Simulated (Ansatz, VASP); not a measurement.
# Mn in VASP and in Ansatz

```xyz
1
Lattice="2.2828 0.0000 0.0000 0.0000 2.2828 0.0000 0.0000 0.0000 2.2828" Properties=species:S:1:pos:R:3 pbc="T T T"
Mn    0.0000    0.0000    0.0000
```

Alike in both runs: task single point; functional PBEsol; k mesh 16 × 16 × 16; occupations fermi-dirac, width 0.1 eV; no spin polarisation.

|  | VASP | Ansatz |
| --- | --- | --- |
| version | VASP 6.6.1 | Ansatz 0.2.0 |
| potentials or method | VASP PAW PBE potentials, release 64 (Mn_pv), cutoff 520 eV | plane waves (420 eV) with PAW, scalar-relativistic |
| valence electrons in the cell | 13 | 15 |

```csv
,VASP,Ansatz,Ansatz less VASP
pressure (GPa),-8.2,-8.4,-0.24
```

VASP's potentials were made for PBE, not for PBEsol, and Ansatz warns of the same on its side. The functional is the same, so the differences come from potentials, cutoffs and numerics. VASP's potentials hold 13 valence electrons a cell and Ansatz's 15, so a difference there can come from the potentials and not from the codes.
